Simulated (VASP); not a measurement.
# Lu in VASP: a series of runs

The runs below take Lu through single point, with LDA.

Program: VASP 6.6.1. These are calculated values, not measurements. Logs are shortened: lines on timing, memory, paths and dates and some standing lists are left out, and cuts for length are marked.

## 1. The cell of the first run

The cell holds a slab with vacuum, 2 atoms: a = 3.381 Å, b = 5.258 Å, c = 16.976 Å, α = 90.00°, β = 90.00°, γ = 90.00°.

## 2. Single point, LDA

The input, INCAR:

```
ALGO = Normal
DIPOL = 0.5 0.5 0.500
EDIFF = 1E-7
ENCUT = 520
GGA = CA
IDIPOL = 3
ISIF = 2
ISMEAR = -1
LASPH = True
LCHARG = False
LDIPOL = True
LREAL = False
LWAVE = False
NBANDS = 32
NELM = 80
PREC = Accurate
SIGMA = 0.1
```

The input, KPOINTS:

```
k-points
0
Gamma
  10 6 1
```

The input, POSCAR:

```
Lu
1.0
    3.3814515086      0.0000000000      0.0000000000
    0.0000000000      5.2578745098      0.0000000000
    0.0000000000      0.0000000000     16.9761000000
Lu
2
Direct
    0.7500000000      0.7500000000      0.4712495519
    0.2500000000      0.2500000000      0.5287504481
```

Potentials or basis: VASP PAW PBE potentials, release 64 (Lu).

Launch:

```sh
> cat potpaw_PBE.64/Lu/POTCAR > POTCAR
> mpirun -np 1 vasp_std > vasp.out
```

OUTCAR:

```text
EDIFF = 1E-7
   ENCUT = 520
   GGA = CA
   ISIF = 2
   ISMEAR = -1
   LASPH = True
   LREAL = False
   NELM = 80
   PREC = Accurate

 ion  position               nearest neighbor table
   1  0.750  0.750  0.471-   2 3.27   2 3.27   2 3.27   2 3.27
   2  0.250  0.250  0.529-   1 3.27   1 3.27   1 3.27   1 3.27

  LATTYP: Found a simple orthorhombic cell.
 ALAT       =     3.3814515086
 B/A-ratio  =     1.5549164305
 C/A-ratio  =     5.0203588479

  Lattice vectors:

 A1 = (   3.3814515086,   0.0000000000,   0.0000000000)
 A2 = (   0.0000000000,   5.2578745098,   0.0000000000)
 A3 = (   0.0000000000,   0.0000000000,  16.9761000000)

Analysis of symmetry for initial positions (statically):
=====================================================================
 Subroutine PRICEL returns:
 Original cell was already a primitive cell.

 Routine SETGRP: Setting up the symmetry group for a
 simple orthorhombic supercell.

 Subroutine GETGRP returns: Found  8 space group operations
 (whereof  2 operations were pure point group operations)
 out of a pool of  8 trial point group operations.

The static configuration has the point symmetry S_2 .
 The point group associated with its full space group is D_2h.

Analysis of symmetry for dynamics (positions and initial velocities):
=====================================================================
 Subroutine PRICEL returns:
 Original cell was already a primitive cell.

 Routine SETGRP: Setting up the symmetry group for a
 simple orthorhombic supercell.

 Subroutine GETGRP returns: Found  8 space group operations
 (whereof  2 operations were pure point group operations)
 out of a pool of  8 trial point group operations.

The dynamic configuration has the point symmetry S_2 .
 The point group associated with its full space group is D_2h.

 Subroutine INISYM returns: Found  8 space group operations
 (whereof  2 operations are pure point group operations),
 and found     1 'primitive' translations

----------------------------------------------------------------------------------------

                                     Primitive cell

  volume of cell :     301.8223

  direct lattice vectors                    reciprocal lattice vectors
     3.381451509  0.000000000  0.000000000     0.295730989  0.000000000  0.000000000
     0.000000000  5.257874510  0.000000000     0.000000000  0.190190922  0.000000000
     0.000000000  0.000000000 16.976100000     0.000000000  0.000000000  0.058906345

  length of vectors
     3.381451509  5.257874510 16.976100000     0.295730989  0.190190922  0.058906345

  position of ions in fractional coordinates (direct lattice)
     0.750000000  0.750000000  0.471249552
     0.250000000  0.250000000  0.528750448

  ion indices of the primitive-cell ions
   primitive index   ion index
                 1           1
                 2           2

----------------------------------------------------------------------------------------

 KPOINTS: k-points

Automatic generation of k-mesh.
 Grid dimensions read from file:
 generate k-points for:   10    6    1

 Generating k-lattice:

  Cartesian coordinates                     Fractional coordinates (reciprocal lattice)
     0.029573099  0.000000000  0.000000000     0.100000000  0.000000000  0.000000000
     0.000000000  0.031698487  0.000000000     0.000000000  0.166666667  0.000000000
     0.000000000  0.000000000  0.058906345     0.000000000  0.000000000  1.000000000

  Length of vectors
     0.029573099  0.031698487  0.058906345

  Shift w.r.t. Gamma in fractional coordinates (k-lattice)
     0.000000000  0.000000000  0.000000000

 Subroutine IBZKPT returns following result:
 ===========================================

 Found     24 irreducible k-points:

 Following reciprocal coordinates:
            Coordinates               Weight
  0.000000  0.000000  0.000000      1.000000
  0.100000  0.000000  0.000000      2.000000
  0.200000  0.000000  0.000000      2.000000
  0.300000  0.000000  0.000000      2.000000
  0.400000  0.000000  0.000000      2.000000
  0.500000  0.000000  0.000000      1.000000
[... 16 lines left out ...]
  0.400000  0.500000  0.000000      2.000000
  0.500000  0.500000  0.000000      1.000000
   k-points           NKPTS =     24   k-points in BZ     NKDIM =     24   number of bands    NBANDS=     32
   number of dos      NEDOS =    301   number of ions     NIONS =      2
   total plane-waves  NPLWV = 141120
   dimension x,y,z NGX =    28 NGY =   40 NGZ =  126
   dimension x,y,z NGXF=    56 NGYF=   80 NGZF=  252
   ions per type =               2
   NGX,Y,Z   is equivalent  to a cutoff of  13.77, 12.65, 12.34 a.u.
   NGXF,Y,Z  is equivalent  to a cutoff of  27.53, 25.29, 24.68 a.u.
 SYSTEM =  unknown system
   PREC   = accura    normal or accurate (medium, high low for compatibility)
   ISTART =      0    job   : 0-new  1-cont  2-samecut
   ICHARG =      2    charge: 1-file 2-atom 10-const
   ISPIN  =      1    spin polarized calculation?
   LNONCOLLINEAR =      F non collinear calculations
   LSORBIT =      F    spin-orbit coupling
   LASPH  =      T    aspherical Exc in radial PAW
   ENCUT  =  520.0 eV  38.22 Ry    6.18 a.u.   6.29  9.78 31.56*2*pi/ulx,y,z
   NELM   =     80;   NELMIN=  2; NELMDL= -5     # of ELM steps
   EDIFF  = 0.1E-06   stopping-criterion for ELM
   LREAL  =      F    real-space projection
   EDIFFG = 0.1E-05   stopping-criterion for IOM
   NSW    =      0    number of steps for IOM
   IBRION =     -1    ionic relax: 0-MD 1-quasi-New 2-CG
   NFREE  =      0    steps in history (QN), initial steepest desc. (CG)
   ISIF   =      2    stress and relaxation
   ISYM   =      2    0-nonsym 1-usesym 2-fastsym
   POTIM  = 0.5000    time-step for ionic-motion
   TEBEG  =    0.0;   TEEND  =   0.0 temperature during run
   PSTRESS=    0.0 pullay stress
   NELECT =      50.0000    total number of electrons
   NUPDOWN=      -1.0000    fix difference up-down
   EMIN   =  10.00;   EMAX   =-10.00  energy-range for DOS
   EFERMI =   0.00;   METHOD = LEGACY
   ISMEAR =    -1;   SIGMA  =   0.10  broadening in eV -4-tet -1-fermi 0-gaus
   EFERMI_NEDOS =   21; number of points for ismear=-14 and -15
   IALGO  =     38    algorithm
   IMIX   =      4    mixing-type and parameters
     AMIX     =   0.40;   BMIX     =  1.00
     AMIX_MAG =   1.60;   BMIX_MAG =  1.00
  volume/ion in A,a.u.               =     150.91      1018.40
  Fermi-wavevector in a.u.,A,eV,Ry     =   0.899113  1.699078 10.999013  0.808405
  Thomas-Fermi vector in A             =   2.021907
   LORBIT       =      0    0 simple, 1 ext, 2 COOP (PROOUT), +10 PAW based schemes
   GGA     = CA    functional components
   LHFCALC =     F    Hartree Fock is set to
   AEXX    =    0.0000 exact exchange contribution
   IVDW    =     0    specifies the selected vdW correction
   LEPSILON=     F    determine dielectric tensor
   LRPA    =     F    only Hartree local field effects (RPA)
 non-spin polarized calculation
  energy-cutoff  :      520.00
  volume of cell :      301.82
 maximum number of plane-waves:      8176
 NGX is ok and might be reduce to    28
   NGX = 13   NGY = 19   NGZ = 63

 number of electron      50.0000002 magnetization

 dipolmoment           0.000000      0.000000     -0.000000 electrons x Angstroem

 Free energy of the ion-electron system (eV)
  ---------------------------------------------------
  ext. energy  EPLUGINS =         0.00000000
  ---------------------------------------------------
  free energy    TOTEN  =        -7.07307148 eV

  energy without entropy =       -6.87979092  energy(sigma->0) =       -6.97643120

 E-fermi :  -2.4433     XC(G=0):  -3.2721

 val. band max:       -2.4576940238   @ k =   0.3000   0.0000   0.0000
 cond. band min:      -2.4396878693   @ k =   0.3000   0.3333   0.0000
 fundamental gap:      0.0180061545
 Fermi energy:        -2.4432696785

 k-point     1 :       0.0000    0.0000    0.0000
  band No.  band energies     occupation
      1     -59.1137      2.00000
      2     -59.0732      2.00000
      3     -30.1139      2.00000
      4     -30.0757      2.00000
      5     -30.0699      2.00000
      6     -29.7893      2.00000
[... 24 lines left out ...]
     31      -0.2327      0.00000
     32       0.9535      0.00000

 k-point     2 :       0.1000    0.0000    0.0000
  band No.  band energies     occupation
      1     -59.1115      2.00000
      2     -59.0729      2.00000
      3     -30.0985      2.00000
      4     -30.0743      2.00000
      5     -30.0683      2.00000
      6     -29.8146      2.00000
[... 24 lines left out ...]
     31      -0.3093      0.00000
     32       0.9873      0.00000

 k-point     3 :       0.2000    0.0000    0.0000
  band No.  band energies     occupation
      1     -59.1053      2.00000
      2     -59.0724      2.00000
      3     -30.0734      2.00000
      4     -30.0653      2.00000
      5     -30.0545      2.00000
      6     -29.8765      2.00000
[... 24 lines left out ...]
     31      -0.1681      0.00000
     32       1.0498      0.00000

 k-point     4 :       0.3000    0.0000    0.0000
  band No.  band energies     occupation
      1     -59.0967      2.00000
      2     -59.0728      2.00000
      3     -30.0825      2.00000
      4     -30.0680      2.00000
      5     -29.9881      2.00000
      6     -29.9377      2.00000
[... 24 lines left out ...]
     31       0.1737      0.00000
     32       1.1878      0.00000

 k-point     5 :       0.4000    0.0000    0.0000
  band No.  band energies     occupation
      1     -59.0877      2.00000
      2     -59.0751      2.00000
      3     -30.1033      2.00000
      4     -30.0860      2.00000
      5     -29.9648      2.00000
      6     -29.9330      2.00000
[... 584 lines left out ...]
     31       0.3188      0.00000
     32       0.3188      0.00000

 k-point    22 :       0.3000    0.5000    0.0000
  band No.  band energies     occupation
      1     -59.0847      2.00000
      2     -59.0847      2.00000
      3     -30.0912      2.00000
      4     -30.0912      2.00000
      5     -30.0109      2.00000
      6     -30.0109      2.00000
[... 24 lines left out ...]
     31       0.5129      0.00000
     32       0.5129      0.00000

 k-point    23 :       0.4000    0.5000    0.0000
  band No.  band energies     occupation
      1     -59.0814      2.00000
      2     -59.0814      2.00000
      3     -30.1219      2.00000
      4     -30.1219      2.00000
      5     -30.0414      2.00000
      6     -30.0414      2.00000
[... 24 lines left out ...]
     31       0.6079      0.00000
     32       0.6079      0.00000

 k-point    24 :       0.5000    0.5000    0.0000
  band No.  band energies     occupation
      1     -59.0801      2.00000
      2     -59.0801      2.00000
      3     -30.1460      2.00000
      4     -30.1460      2.00000
      5     -30.0403      2.00000
      6     -30.0403      2.00000
[... 24 lines left out ...]
     31       0.4175      0.00000
     32       0.4175      0.00000

------------------------ aborting loop because EDIFF is reached ----------------------------------------

 vacuum level on the upper side and lower side of the slab       (xc-potential included)        -0.081        -0.081

  FORCE on cell =-STRESS in cart. coord.  units (eV):
  Direction    XX          YY          ZZ          XY          YZ          ZX
  --------------------------------------------------------------------------------------
  -------------------------------------------------------------------------------------
  Total       -2.1123671     -2.4057876      0.2903248     -0.0000000      0.0000000      0.0000000
  in kB      -11.2131767    -12.7707548      1.5411448     -0.0000000      0.0000000      0.0000000
  external PRESSURE =      -7.4809289 kB  Pullay stress =       0.0000000 kB

 VOLUME and BASIS-vectors are now :
 -----------------------------------------------------------------------------
  energy-cutoff  :      520.00
  volume of cell :      301.82
      direct lattice vectors                 reciprocal lattice vectors
     3.381451509  0.000000000  0.000000000     0.295730989  0.000000000  0.000000000
     0.000000000  5.257874510  0.000000000     0.000000000  0.190190922  0.000000000
     0.000000000  0.000000000 16.976100000     0.000000000  0.000000000  0.058906345

 POSITION                                       TOTAL-FORCE (eV/Angst)
 -----------------------------------------------------------------------------------
      2.53609      3.94341      7.99998         0.000000      0.000000     -0.317932
      0.84536      1.31447      8.97612         0.000000     -0.000000      0.317932
 -----------------------------------------------------------------------------------
    total drift:                                0.000000     -0.000000      0.000000

  FREE ENERGIE OF THE ION-ELECTRON SYSTEM (eV)
  ---------------------------------------------------
  free  energy   TOTEN  =        -7.0730714805 eV

  energy  without entropy=       -6.8797909173  energy(sigma->0) =       -6.97643120

 vacuum level on the upper side and lower side of the slab         1.204         1.204
```

Wall time 5.8 min (1 thread of Intel Xeon Platinum 8259CL at 2.50GHz (Skylake/Cascade Lake), shared host); peak memory 0.4 GiB.

Results:

- Free energy: -7.0731 eV
- Largest force: 0.318 eV/Å
- Band gap on the k mesh: zero (bands 25 and 26 overlap by 0.51 eV)

Forces on the atoms (eV/Å):
```
Lu   0.000  0.000 -0.318
Lu   0.000  0.000  0.318
```

Levels at points of the mesh, in eV from the Fermi level:
| k point | band 22 | band 23 | band 24 | band 25 | band 26 | band 27 | band 28 | band 29 |
| --- | --- | --- | --- | --- | --- | --- | --- | --- |
| (0.00, 0.00, 0.00) | -5.59 | -4.71 | -1.72 | -0.35 | 0.56 | 0.75 | 1.28 | 1.63 |
| (0.50, 0.00, 0.00) | -5.62 | -1.10 | -1.10 | -0.30 | -0.30 | 0.18 | 0.18 | 2.43 |
| (0.00, 0.50, 0.00) | -5.62 | -3.09 | -3.09 | -0.24 | -0.24 | 1.00 | 1.00 | 1.44 |
| (0.50, 0.50, 0.00) | -5.62 | -1.45 | -1.45 | 0.17 | 0.17 | 1.15 | 1.15 | 2.08 |

Caveat: the PAW data sets were made with another functional, which shifts forces and pressure a little; spin-orbit coupling is left out, which moves the levels of the heavy elements.

## 3. Single point, LDA

The input, INCAR:

```
SYSTEM = Lu
PREC = Accurate
ENCUT = 520
EDIFF = 1E-7
ISMEAR = -1
SIGMA = 0.1
LREAL = .FALSE.
LASPH = .TRUE.
NELM = 60
ALGO = Normal
ISIF = 2
LWAVE = .FALSE.
LCHARG = .FALSE.
LDIPOL = .TRUE.
IDIPOL = 3
DIPOL = 0.5 0.5 0.500
GGA = CA
NBANDS = 32
```

The input, KPOINTS:

```
Automatic mesh
0
G
  10 6 1
  0 0 0
```

The input, POSCAR:

```
Lu
1.0
    3.3814515086      0.0000000000      0.0000000000
    0.0000000000      5.2578745098      0.0000000000
    0.0000000000      0.0000000000     16.9761000000
Lu
2
Direct
    0.7500000000      0.7500000000      0.4646422502
    0.2500000000      0.2500000000      0.5353577498
```

Potentials or basis: VASP PAW PBE potentials, release 64 (Lu).

Launch:

```sh
> cat potpaw_PBE.64/Lu/POTCAR > POTCAR
> mpirun -np 1 vasp_std > vasp.out
```

Run time: 5.7 min. Hardware: 1 thread of Intel Xeon Platinum 8259CL at 2.50GHz (Skylake/Cascade Lake), shared host; peak memory 0.4 GiB.

Results (log left out):

```yaml
Free_energy: -7.1116 eV
Largest_force: 0.009 eV/Å
Band_gap_on_the_k_mesh: zero (bands 25 and 26 overlap by 0.64 eV)
```

Forces in eV/Å, atoms in the order of the input:
```
Lu   0.000  0.000 -0.009
Lu   0.000  0.000  0.009
```

Levels at points of the mesh, in eV from the Fermi level:
| k point | band 22 | band 23 | band 24 | band 25 | band 26 | band 27 | band 28 | band 29 |
| --- | --- | --- | --- | --- | --- | --- | --- | --- |
| (0.00, 0.00, 0.00) | -5.67 | -4.65 | -1.72 | -0.48 | 0.61 | 0.97 | 1.07 | 1.23 |
| (0.50, 0.00, 0.00) | -5.70 | -1.13 | -1.13 | -0.33 | -0.33 | 0.19 | 0.19 | 2.36 |
| (0.00, 0.50, 0.00) | -5.69 | -3.13 | -3.13 | -0.22 | -0.22 | 1.01 | 1.01 | 1.29 |
| (0.50, 0.50, 0.00) | -5.70 | -1.31 | -1.31 | 0.23 | 0.23 | 1.01 | 1.01 | 2.12 |

Caveat: the PAW data sets were made with another functional, which shifts forces and pressure a little; spin-orbit coupling is left out, which moves the levels of the heavy elements.
